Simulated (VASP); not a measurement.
Input of a VASP 6.6.1 run:

Contents of INCAR:

```
SYSTEM = Ir
ALGO = Fast ; EDIFF = 1E-6
EDIFFG = -0.01 ; ENCUT = 600
GGA = RP ; IBRION = 2
ISIF = 3 ; ISMEAR = -1
IVDW = 13 ; LASPH = .True.
LCHARG = .False. ; LREAL = .False.
LWAVE = .False. ; NELM = 100
NSW = 60 ; PREC = Accurate
SIGMA = 0.05
```

Contents of KPOINTS:

```
k-points
0
Gamma
  11 11 6
  0 0 0
```

Contents of POSCAR:

```
Ir
1.0
    2.7513778946      0.0000000000      0.0000000000
   -1.3756889473      2.3827631521      0.0000000000
    0.0000000000      0.0000000000      4.4622900000
Ir
2
Direct
    0.3333333333      0.6666666667      0.2500000000
    0.6666666667      0.3333333333      0.7500000000
```

Potentials or basis: VASP PAW PBE potentials, release 64 (Ir).

Run with:

```console
$ cat potpaw_PBE.64/Ir/POTCAR > POTCAR
$ mpirun -np 1 vasp_std > vasp.out
```

(1) What does it give for the space group after relaxing (to 0.1 Å)?

(2) What does it give for the band gap on the k mesh?

(3) Predict the relaxed volume.

(4) What does it give for the relaxed cell?

Answers

(1) P6_3/mmc (No. 194).

(2) zero (bands 9 and 10 overlap by 3.28 eV).

(3) 14.06 Å³/atom.

(4) a = 2.715 Å, b = 2.715 Å, c = 4.403 Å, α = 90.00°, β = 90.00°, γ = 120.00°.

Caveat: the dispersion term is far too large for a dense solid, which distorts pressure and volume; the PAW data sets were made with another functional, which shifts forces and pressure a little; spin-orbit coupling is left out, which moves the levels of the heavy elements.
